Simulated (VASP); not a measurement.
# Co (P6_3/mmc) in VASP: single point with BLYP

Aim: the single point of Co with BLYP.

Program: VASP 6.6.1. These are calculated values, not measurements. Logs are shortened: lines on timing, memory, paths and dates and some standing lists are left out, and cuts for length are marked.

## (1) The cell of the first run

It takes space group P6_3/mmc (No. 194, hexagonal). The conventional cell has a = 2.631 Å, b = 2.631 Å, c = 8.509 Å, α = 90.00°, β = 90.00°, γ = 120.00°. Within 3.4 Å of Co (site symmetry -3m) lie 12 Co at 2.61 to 2.63 Å. Within 3.4 Å of Co (site symmetry -6m2) lie 12 Co at 2.61 to 2.63 Å.

## (2) Single point, BLYP, collinear spin, ferromagnetic start (12.75 Å³/atom)

The input, INCAR:

```
AGGAC    = 1.0          
AGGAX    = 1.0          
ALDAC    = 0.0          
ALDAX    = 1.0          
ALGO     = Normal         # electronic algorithm
EDIFF    = 1E-7           # SCF threshold, eV
ENCUT    = 520            # plane-wave cutoff, eV
GGA      = B5             # functional
ISIF     = 2              # what is computed and relaxed
ISMEAR   = -1             # smearing method
ISPIN    = 2              # spin polarisation
LASPH    = True           # aspherical terms in the spheres
LCHARG   = False          # write CHGCAR
LMAXMIX  = 4              # l up to which the mixer works
LORBIT   = 11             # projections on sites
LREAL    = False          # projectors in reciprocal space
LWAVE    = False          # write WAVECAR
MAGMOM   = 1.703 1.703 1.72 1.72 # initial moments
NBANDS   = 30             # bands
NELM     = 150            # most SCF steps
PREC     = Accurate       # precision mode
SIGMA    = 0.05           # smearing width, eV
```

The input, KPOINTS:

```
k-points
0
Gamma
  16 16 5
```

The input, POSCAR:

```
Co
1.0
    2.6311447051      0.0000000000      0.0000000000
   -1.3155723526      2.2786381556      0.0000000000
    0.0000000000      0.0000000000      8.5090612635
Co
4
Direct
    0.0000000000      1.0000000000      1.0000000000
    0.0000000000      0.0000000000      0.5000000000
    0.3333333333      0.6666666667      0.2500000000
    0.6666666667      0.3333333333      0.7500000000
```

Potentials or basis: VASP PAW PBE potentials, release 64 (Co).

The run is started by

```
> cat potpaw_PBE.64/Co/POTCAR > POTCAR
> mpirun -np 1 vasp_std > vasp.out
```

OUTCAR:

```text
EDIFF = 1E-7
   ENCUT = 520
   GGA = B5
   ISIF = 2
   ISMEAR = -1
   ISPIN = 2
   LASPH = True
   LORBIT = 11
   LREAL = False
   NELM = 150
   PREC = Accurate

 ion  position               nearest neighbor table
   1  0.000  0.000  0.000-   3 2.61   4 2.61   3 2.61   4 2.61   4 2.61   3 2.61
   2  0.000  0.000  0.500-   3 2.61   4 2.61   3 2.61   4 2.61   4 2.61   3 2.61
   3  0.333  0.667  0.250-   1 2.61   2 2.61   1 2.61   2 2.61   1 2.61   2 2.61
   4  0.667  0.333  0.750-   1 2.61   2 2.61   1 2.61   2 2.61   1 2.61   2 2.61

  LATTYP: Found a hexagonal cell.
 ALAT       =     2.6311447051
 C/A-ratio  =     3.2339769253

  Lattice vectors:

 A1 = (   2.6311447051,   0.0000000000,   0.0000000000)
 A2 = (  -1.3155723526,   2.2786381556,   0.0000000000)
 A3 = (   0.0000000000,   0.0000000000,   8.5090612635)

Analysis of symmetry for initial positions (statically):
=====================================================================
 Subroutine PRICEL returns:
 Original cell was already a primitive cell.

 Routine SETGRP: Setting up the symmetry group for a
 hexagonal supercell.

 Subroutine GETGRP returns: Found 24 space group operations
 (whereof 12 operations were pure point group operations)
 out of a pool of 24 trial point group operations.

The static configuration has the point symmetry D_3d.
 The point group associated with its full space group is D_6h.

Analysis of symmetry for dynamics (positions and initial velocities):
=====================================================================
 Subroutine PRICEL returns:
 Original cell was already a primitive cell.

 Routine SETGRP: Setting up the symmetry group for a
 hexagonal supercell.

 Subroutine GETGRP returns: Found 24 space group operations
 (whereof 12 operations were pure point group operations)
 out of a pool of 24 trial point group operations.

The dynamic configuration has the point symmetry D_3d.
 The point group associated with its full space group is D_6h.

Analysis of structural, dynamic, and magnetic symmetry:
=====================================================================
 Subroutine PRICEL returns:
 Original cell was already a primitive cell.

 Routine SETGRP: Setting up the symmetry group for a
 hexagonal supercell.

 Subroutine GETGRP returns: Found 24 space group operations
 (whereof 12 operations were pure point group operations)
 out of a pool of 24 trial point group operations.
[... 130 lines left out ...]
   LORBIT       =     11    0 simple, 1 ext, 2 COOP (PROOUT), +10 PAW based schemes
   GGA     = B5    functional components
   LHFCALC =     F    Hartree Fock is set to
   AEXX    =    0.0000 exact exchange contribution
   IVDW    =     0    specifies the selected vdW correction
   LEPSILON=     F    determine dielectric tensor
   LRPA    =     F    only Hartree local field effects (RPA)
 spin polarized calculation
  energy-cutoff  :      520.00
  volume of cell :       51.02
 maximum number of plane-waves:      1404
 NGX is ok and might be reduce to    20
   NGX =  9   NGY =  9   NGZ = 31

 number of electron      35.9999990 magnetization       6.8516512

 Free energy of the ion-electron system (eV)
  ---------------------------------------------------
  ext. energy  EPLUGINS =         0.00000000
  ---------------------------------------------------
  free energy    TOTEN  =       -23.93588291 eV

  energy without entropy =      -23.89826218  energy(sigma->0) =      -23.91707254

 E-fermi :   8.6584     XC(G=0): -11.9033

 val. band max:        8.6578471307   @ k =   0.4375   0.0625   0.0000
 cond. band min:       8.6608006855   @ k =   0.3125   0.0625   0.0000
 fundamental gap:      0.0029535548
 Fermi energy:         8.6583518423

 spin component 1

 k-point     1 :       0.0000    0.0000    0.0000
  band No.  band energies     occupation
      1       0.7307      1.00000
      2       2.7349      1.00000
      3       2.7567      1.00000
      4       4.1965      1.00000
      5       5.9822      1.00000
      6       6.0103      1.00000
[... 781 lines left out ...]
     29      18.8848      0.00000
     30      20.4046      0.00000

 [... further k-points ...]

 spin component 2

 k-point     1 :       0.0000    0.0000    0.0000
  band No.  band energies     occupation
      1       0.7619      1.00000
      2       2.8397      1.00000
      3       2.8463      1.00000
      4       5.1670      1.00000
      5       7.3716      1.00000
      6       7.4396      1.00000
[... 781 lines left out ...]
     29      19.3989      0.00000
     30      20.8603      0.00000

 [... further k-points ...]

------------------------ aborting loop because EDIFF is reached ----------------------------------------

  FORCE on cell =-STRESS in cart. coord.  units (eV):
  Direction    XX          YY          ZZ          XY          YZ          ZX
  --------------------------------------------------------------------------------------
  -------------------------------------------------------------------------------------
  Total       -5.0505868     -5.0505868     -5.0730748      0.0000000      0.0000000      0.0000000
  in kB     -158.6173447   -158.6173447   -159.3235940      0.0000000      0.0000000      0.0000000
  external PRESSURE =    -158.8527611 kB  Pullay stress =       0.0000000 kB

 VOLUME and BASIS-vectors are now :
 -----------------------------------------------------------------------------
  energy-cutoff  :      520.00
  volume of cell :       51.02
      direct lattice vectors                 reciprocal lattice vectors
     2.631144705  0.000000000  0.000000000     0.380062715  0.219429311  0.000000000
    -1.315572353  2.278638156  0.000000000     0.000000000  0.438858622  0.000000000
     0.000000000  0.000000000  8.509061263     0.000000000  0.000000000  0.117521777

 POSITION                                       TOTAL-FORCE (eV/Angst)
 -----------------------------------------------------------------------------------
      0.00000      0.00000      0.00000         0.000000     -0.000000      0.000000
      0.00000      0.00000      4.25453         0.000000     -0.000000      0.000000
     -0.00000      1.51909      2.12727         0.000000     -0.000000     -0.000000
      1.31557      0.75955      6.38180        -0.000000      0.000000      0.000000
 -----------------------------------------------------------------------------------
    total drift:                                0.000000     -0.000000      0.000000

  FREE ENERGIE OF THE ION-ELECTRON SYSTEM (eV)
  ---------------------------------------------------
  free  energy   TOTEN  =       -23.9358829113 eV

  energy  without entropy=      -23.8982621752  energy(sigma->0) =      -23.91707254

 total charge

# of ion       s       p       d       tot
------------------------------------------
    1        0.429   0.383   7.230   8.042
    2        0.429   0.383   7.230   8.042
    3        0.429   0.385   7.224   8.037
    4        0.429   0.385   7.224   8.037
--------------------------------------------------
tot          1.715   1.537  28.907  32.159

 magnetization (x)

# of ion       s       p       d       tot
------------------------------------------
    1       -0.011  -0.042   1.798   1.745
    2       -0.011  -0.042   1.798   1.745
    3       -0.011  -0.042   1.813   1.759
    4       -0.011  -0.042   1.813   1.759
--------------------------------------------------
tot         -0.044  -0.168   7.221   7.009
```

Run time: 4.1 min. Hardware: 1 thread of AMD EPYC 7R13 (Zen 3), shared host; peak memory 0.27 GiB.

What came out:

```
Free energy                                           : -23.9359 eV
Pressure                                              : -15.9 GPa
Net moment                                            : 6.85 μB per cell
Site moments                                          : Co +1.75, +1.76 (each value once) μB
Valence electrons inside the program's atomic spheres : Co 8.04
```

Caveat: the cell stands under tension; the PAW data sets were made with another functional, which shifts forces and pressure a little.
